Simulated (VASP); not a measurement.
# SrTiO3 (P4mm) in VASP: a series of runs

SrTiO3 is run at these levels: PBEsol; tasks: single point.

Everything below comes from runs of VASP 6.6.1. Logs are shortened: lines on timing, memory, paths and dates and some standing lists are left out, and cuts for length are marked.

### Step 1. The cell of the first run

It takes space group P4mm (No. 99, tetragonal). Conventional cell: a = 3.891 Å, b = 3.891 Å, c = 3.891 Å, α = 90.00°, β = 90.00°, γ = 90.00°. Within 3.3 Å of Sr (site symmetry 4mm) lie 12 O at 2.52 to 3.00 Å and 4 Ti at 3.18 Å. Within 2.5 Å of Ti (site symmetry 4mm) lie 6 O at 1.90 to 1.99 Å. Within 2.5 Å of O (site symmetry 4mm) lie 2 Ti at 1.90 to 1.99 Å. O (site symmetry 2mm) has 2 Ti at 1.95 Å and 2 Sr at 2.52 Å within 2.6 Å.

### Step 2. Single point, PBEsol (atoms displaced along several vibrational modes)

Contents of INCAR:

```
SYSTEM = SrTiO3
PREC = Accurate
ENCUT = 520
EDIFF = 1E-6
ISMEAR = 0
SIGMA = 0.05
LREAL = .False.
LASPH = .True.
NELM = 60
ALGO = Normal
ISIF = 2
LWAVE = .False.
LCHARG = .True.
GGA = PS
LELF = .True.
LVHAR = .True.
NBANDS = 28
```

Contents of KPOINTS:

```
regular mesh
0
Gamma
  8 8 8
  0 0 0
```

Contents of POSCAR:

```
SrTiO3
1.0
    3.8913815400      0.0000000000      0.0000000000
    0.0000000000      3.8913815400      0.0000000000
    0.0000000000      0.0000000000      3.8913815400
Sr Ti O
1 1 3
Direct
    0.0455760399      0.0000000000      0.0000000000
    0.4557509628      0.5000000000      0.5000000000
   -0.0334824932      0.5000000000      0.5000000000
    0.4581343353      0.0000000000      0.5000000000
    0.4581343353      0.5000000000      0.0000000000
```

Potentials or basis: VASP PAW PBE potentials, release 64 (Sr_sv, Ti_sv, O).

On the command line:

```
$ cat potpaw_PBE.64/Sr_sv/POTCAR potpaw_PBE.64/Ti_sv/POTCAR potpaw_PBE.64/O/POTCAR > POTCAR
$ mpirun -np 1 vasp_std > vasp.out
```

OUTCAR:

```text
SYSTEM = SrTiO3
   PREC = Accurate
   ENCUT = 520
   EDIFF = 1E-6
   ISMEAR = 0
   LREAL = .False.
   LASPH = .True.
   NELM = 60
   ISIF = 2
   GGA = PS

 ion  position               nearest neighbor table
   1  0.046  0.000  0.000-   4 2.52   5 2.52   4 2.52   5 2.52   3 2.77   3 2.77   3 2.77   3 2.77
                             4 3.00   5 3.00   4 3.00   5 3.00   2 3.18   2 3.18   2 3.18   2 3.18
   2  0.456  0.500  0.500-   3 1.90   4 1.95   5 1.95   5 1.95   4 1.95   3 1.99   1 3.18   1 3.18
                             1 3.18   1 3.18   1 3.58   1 3.58   1 3.58   1 3.58
   3  0.967  0.500  0.500-   2 1.90   2 1.99   1 2.77   1 2.77   1 2.77   1 2.77
   4  0.458  0.000  0.500-   2 1.95   2 1.95   1 2.52   1 2.52   1 3.00   1 3.00
   5  0.458  0.500  0.000-   2 1.95   2 1.95   1 2.52   1 2.52   1 3.00   1 3.00

  LATTYP: Found a simple cubic cell.
 ALAT       =     3.8913815400

  Lattice vectors:

 A1 = (   3.8913815400,   0.0000000000,   0.0000000000)
 A2 = (   0.0000000000,   3.8913815400,   0.0000000000)
 A3 = (   0.0000000000,   0.0000000000,   3.8913815400)

Analysis of symmetry for initial positions (statically):
=====================================================================
 Subroutine PRICEL returns:
 Original cell was already a primitive cell.

 Routine SETGRP: Setting up the symmetry group for a
 simple cubic supercell.

 Subroutine GETGRP returns: Found  8 space group operations
 (whereof  8 operations were pure point group operations)
 out of a pool of 48 trial point group operations.

The static configuration has the point symmetry C_4v.

Analysis of symmetry for dynamics (positions and initial velocities):
=====================================================================
 Subroutine PRICEL returns:
 Original cell was already a primitive cell.

 Routine SETGRP: Setting up the symmetry group for a
 simple cubic supercell.

 Subroutine GETGRP returns: Found  8 space group operations
 (whereof  8 operations were pure point group operations)
 out of a pool of 48 trial point group operations.

The dynamic configuration has the point symmetry C_4v.

 Subroutine INISYM returns: Found  8 space group operations
 (whereof  8 operations are pure point group operations),
 and found     1 'primitive' translations

----------------------------------------------------------------------------------------

[... 99 lines left out ...]
   LREAL  =      F    real-space projection
   EDIFFG = 0.1E-04   stopping-criterion for IOM
   NSW    =      0    number of steps for IOM
   IBRION =     -1    ionic relax: 0-MD 1-quasi-New 2-CG
   NFREE  =      0    steps in history (QN), initial steepest desc. (CG)
   ISIF   =      2    stress and relaxation
   ISYM   =      2    0-nonsym 1-usesym 2-fastsym
   POTIM  = 0.5000    time-step for ionic-motion
   TEBEG  =    0.0;   TEEND  =   0.0 temperature during run
   PSTRESS=    0.0 pullay stress
   NELECT =      40.0000    total number of electrons
   NUPDOWN=      -1.0000    fix difference up-down
   EMIN   =  10.00;   EMAX   =-10.00  energy-range for DOS
   EFERMI =   0.00;   METHOD = LEGACY
   ISMEAR =     0;   SIGMA  =   0.05  broadening in eV -4-tet -1-fermi 0-gaus
   EFERMI_NEDOS =   21; number of points for ismear=-14 and -15
   IALGO  =     38    algorithm
   IMIX   =      4    mixing-type and parameters
     AMIX     =   0.40;   BMIX     =  1.00
     AMIX_MAG =   1.60;   BMIX_MAG =  1.00
  volume/ion in A,a.u.               =      11.79        79.53
  Fermi-wavevector in a.u.,A,eV,Ry     =   1.438769  2.718879 28.164817  2.070056
  Thomas-Fermi vector in A             =   2.557699
   LORBIT       =      0    0 simple, 1 ext, 2 COOP (PROOUT), +10 PAW based schemes
   GGA     = PS    functional components
   LHFCALC =     F    Hartree Fock is set to
   AEXX    =    0.0000 exact exchange contribution
   IVDW    =     0    specifies the selected vdW correction
   LEPSILON=     F    determine dielectric tensor
   LRPA    =     F    only Hartree local field effects (RPA)
 non-spin polarized calculation
 Gauss-broadening in eV      SIGMA  =   0.05
  energy-cutoff  :      520.00
  volume of cell :       58.93
 maximum number of plane-waves:      1622
 NGX is ok and might be reduce to    30
   NGX = 15   NGY = 15   NGZ = 15

 number of electron      40.0000011 magnetization

 Free energy of the ion-electron system (eV)
  ---------------------------------------------------
  ext. energy  EPLUGINS =         0.00000000
  ---------------------------------------------------
  free energy    TOTEN  =       -41.78125862 eV

  energy without entropy =      -41.78125862  energy(sigma->0) =      -41.78125862

 E-fermi :   4.3764     XC(G=0): -11.5595

 val. band max:        4.0372040871   @ k =   0.5000   0.5000   0.5000
 cond. band min:       5.7841600753   @ k =   0.0000   0.0000   0.0000
 fundamental gap:      1.7469559882
 Fermi energy:         4.3764036984

 k-point     1 :       0.0000    0.0000    0.0000
  band No.  band energies     occupation
      1     -52.0992      2.00000
      2     -28.4892      2.00000
      3     -28.4805      2.00000
      4     -28.4805      2.00000
      5     -28.3507      2.00000
      6     -13.4209      2.00000
[... 733 lines left out ...]
     27      12.1769      0.00000
     28      12.3449      0.00000

 [... further k-points ...]

------------------------ aborting loop because EDIFF is reached ----------------------------------------

  FORCE on cell =-STRESS in cart. coord.  units (eV):
  Direction    XX          YY          ZZ          XY          YZ          ZX
  --------------------------------------------------------------------------------------
  -------------------------------------------------------------------------------------
  Total        1.2897570      1.4757067      1.4757067      0.0000000      0.0000000     -0.0000000
  in kB       35.0676790     40.1235337     40.1235337      0.0000000      0.0000000     -0.0000000
  external PRESSURE =      38.4382488 kB  Pullay stress =       0.0000000 kB

 VOLUME and BASIS-vectors are now :
 -----------------------------------------------------------------------------
  energy-cutoff  :      520.00
  volume of cell :       58.93
      direct lattice vectors                 reciprocal lattice vectors
     3.891381540  0.000000000  0.000000000     0.256978143  0.000000000  0.000000000
     0.000000000  3.891381540  0.000000000     0.000000000  0.256978143  0.000000000
     0.000000000  0.000000000  3.891381540     0.000000000  0.000000000  0.256978143

 POSITION                                       TOTAL-FORCE (eV/Angst)
 -----------------------------------------------------------------------------------
      0.17735      0.00000      0.00000        -1.457753      0.000000     -0.000000
      1.77350      1.94569      1.94569         1.002381     -0.000000      0.000000
      3.76109      1.94569      1.94569         0.016089      0.000000     -0.000000
      1.78278      0.00000      1.94569         0.219641      0.000000     -0.000000
      1.78278      1.94569      0.00000         0.219641      0.000000     -0.000000
 -----------------------------------------------------------------------------------
    total drift:                                0.000068     -0.000000      0.000002

  FREE ENERGIE OF THE ION-ELECTRON SYSTEM (eV)
  ---------------------------------------------------
  free  energy   TOTEN  =       -41.7812586214 eV

  energy  without entropy=      -41.7812586214  energy(sigma->0) =      -41.78125862
```

OSZICAR:

```text
N       E                     dE             d eps       ncg     rms          rms(c)
DAV:   1     0.427710699597E+03    0.42771E+03   -0.21134E+04  4200   0.158E+03
DAV:   2    -0.528041087346E+01   -0.43299E+03   -0.41209E+03  4772   0.438E+02
DAV:   3    -0.493408802767E+02   -0.44060E+02   -0.43676E+02  5828   0.135E+02
DAV:   4    -0.514249048629E+02   -0.20840E+01   -0.20796E+01  6372   0.254E+01
DAV:   5    -0.514737436362E+02   -0.48839E-01   -0.48829E-01  5888   0.337E+00    0.293E+01
DAV:   6    -0.418917549337E+02    0.95820E+01   -0.48851E+01  5868   0.649E+01    0.176E+01
DAV:   7    -0.418704114218E+02    0.21344E-01   -0.71743E+00  5416   0.204E+01    0.124E+01
DAV:   8    -0.419347744619E+02   -0.64363E-01   -0.18928E+00  4912   0.153E+01    0.380E+00
DAV:   9    -0.417890201638E+02    0.14575E+00   -0.53089E-01  4916   0.760E+00    0.109E+00
DAV:  10    -0.417884267499E+02    0.59341E-03   -0.91471E-02  5364   0.200E+00    0.822E-01
DAV:  11    -0.417812051014E+02    0.72216E-02   -0.28998E-02  5800   0.172E+00    0.127E-01
DAV:  12    -0.417812626450E+02   -0.57544E-04   -0.22747E-03  5044   0.496E-01    0.913E-02
DAV:  13    -0.417812614709E+02    0.11741E-05   -0.35853E-04  6284   0.150E-01    0.404E-02
DAV:  14    -0.417812621598E+02   -0.68888E-06   -0.29060E-05  5172   0.531E-02    0.219E-02
DAV:  15    -0.417812583600E+02    0.37998E-05   -0.17328E-05  5640   0.409E-02    0.760E-03
DAV:  16    -0.417812586214E+02   -0.26135E-06   -0.26189E-06  4236   0.142E-02
   1 F= -.41781259E+02 E0= -.41781259E+02  d E =-.286852E-23
```

stdout:

```text
POSCAR found type information on POSCAR SrTiO
 POSCAR found :  3 types and       5 ions
 scaLAPACK will be used
 -----------------------------------------------------------------------------
|                                                                             |
|                                                                             |
|     You enforced a specific xc type in the INCAR file but a different       |
|     I HOPE YOU KNOW WHAT YOU ARE DOING!                                     |
|                                                                             |
 -----------------------------------------------------------------------------

 LDA part: xc-table for (Slater+PW92), standard interpolation
 POSCAR, INCAR and KPOINTS ok, starting setup
 FFT: planning ... GRIDC
 FFT: planning ... GRID_SOFT
 FFT: planning ... GRID
 WAVECAR not read
 entering main loop
```

Wall time 56 s (1 thread of Intel Xeon 6975P-C (Granite Rapids), shared host); peak memory 0.25 GiB.

What came out:

* Free energy: -41.7813 eV
* Pressure: 3.8 GPa
* Largest force: 1.458 eV/Å
* Band gap on the k mesh: 1.75 eV (least direct gap 2.11 eV)

Forces in eV/Å, atoms in the order of the input:
```
Sr  -1.458  0.000  0.000
Ti   1.002  0.000  0.000
O    0.016  0.000  0.000
O    0.220  0.000  0.000
O    0.220  0.000  0.000
```

Stress tensor (GPa, compression positive):
```
3.51 0.00 0.00
0.00 4.01 0.00
0.00 0.00 4.01
```

Levels at points of the mesh, in eV from the valence-band top:
```tsv
k point	band 17	band 18	band 19	band 20	band 21	band 22	band 23	band 24
(0.00, 0.00, 0.00)	-1.30	-0.37	-0.37	-0.36	1.75	1.90	1.90	4.41
(0.50, 0.00, 0.00)	-2.34	-2.09	-0.80	-0.80	1.91	3.86	3.86	4.42
(0.00, 0.50, 0.00)	-2.49	-1.66	-0.72	-0.69	2.03	3.79	3.83	4.46
(0.50, 0.50, 0.00)	-1.78	-1.63	-1.54	-0.01	3.80	3.89	4.36	5.42
(0.00, 0.50, 0.50)	-1.67	-1.57	-1.57	-0.28	3.86	3.86	4.27	5.45
(0.50, 0.50, 0.50)	-3.72	-0.19	0.00	0.00	4.52	4.53	4.53	7.07
```

Caveat: the cell differs from its parent crystal (atoms displaced along several vibrational modes); the cell stands under pressure; the PAW data sets were made with another functional, which shifts forces and pressure a little. A k mesh can miss the band edges.

### Step 3. Single point, PBEsol (atoms displaced along several vibrational modes)

Contents of INCAR:

```
  PREC = Accurate
  ENCUT = 520
  EDIFF = 1E-7
  ISMEAR = 0
  SIGMA = 0.05
  LREAL = F
  LASPH = T
  NELM = 60
  ALGO = Normal
  ISIF = 2
  LWAVE = F
  LCHARG = F
  GGA = PS
  NBANDS = 28
```

Contents of KPOINTS:

```
Automatic mesh
0
Gamma
  8 8 8
```

Contents of POSCAR:

```
SrTiO3
1.0
    3.8913815400      0.0000000000      0.0000000000
    0.0000000000      3.8913815400      0.0000000000
    0.0000000000      0.0000000000      3.8913815400
Sr Ti O
1 1 3
Direct
   -0.0383571840      0.0000000000      0.0000000000
    0.5620696537      0.5000000000      0.5000000000
    0.0043612941      0.5000000000      0.5000000000
    0.5100003751      0.0000000000      0.5000000000
    0.5100003751      0.5000000000      0.0000000000
```

Potentials or basis: VASP PAW PBE potentials, release 64 (Sr_sv, Ti_sv, O).

On the command line:

```
$ cat potpaw_PBE.64/Sr_sv/POTCAR potpaw_PBE.64/Ti_sv/POTCAR potpaw_PBE.64/O/POTCAR > POTCAR
$ mpirun -np 1 vasp_std > vasp.out
```

It took 64 s on 1 thread of Intel Xeon 6975P-C (Granite Rapids), shared host; peak memory 0.25 GiB.

It converged, with:

| Property | Result |
| --- | --- |
| Free energy | -41.6661 eV |
| Pressure | 6.1 GPa |
| Largest force | 3.174 eV/Å |
| Band gap on the k mesh | 1.87 eV (least direct gap 2.49 eV) |

Forces on the atoms (eV/Å):
```
Sr   1.256  0.000  0.000
Ti  -3.174  0.000  0.000
O    1.749  0.000  0.000
O    0.085  0.000  0.000
O    0.085  0.000  0.000
```

Stress tensor (GPa, compression positive):
```
11.68  0.00  0.00
 0.00  3.23  0.00
 0.00  0.00  3.23
```

Levels at points of the mesh, in eV from the valence-band top:
```tsv
k point	band 18	band 19	band 20	band 21	band 22	band 23
(0.00, 0.00, 0.00)	-0.89	-0.62	-0.62	1.87	2.70	2.70
(0.50, 0.00, 0.00)	-2.14	-0.74	-0.74	2.05	4.27	4.27
(0.00, 0.50, 0.00)	-1.69	-1.45	-1.08	2.92	3.88	4.07
(0.50, 0.50, 0.00)	-1.55	-1.55	-0.32	3.90	4.32	4.53
(0.00, 0.50, 0.50)	-2.10	-1.78	-0.10	4.11	4.11	4.26
(0.50, 0.50, 0.50)	-0.24	-0.24	0.00	4.50	4.63	4.63
```

Caveat: the cell differs from its parent crystal (atoms displaced along several vibrational modes); the stress differs along the axes, from 3 to 12 GPa; the PAW data sets were made with another functional, which shifts forces and pressure a little.
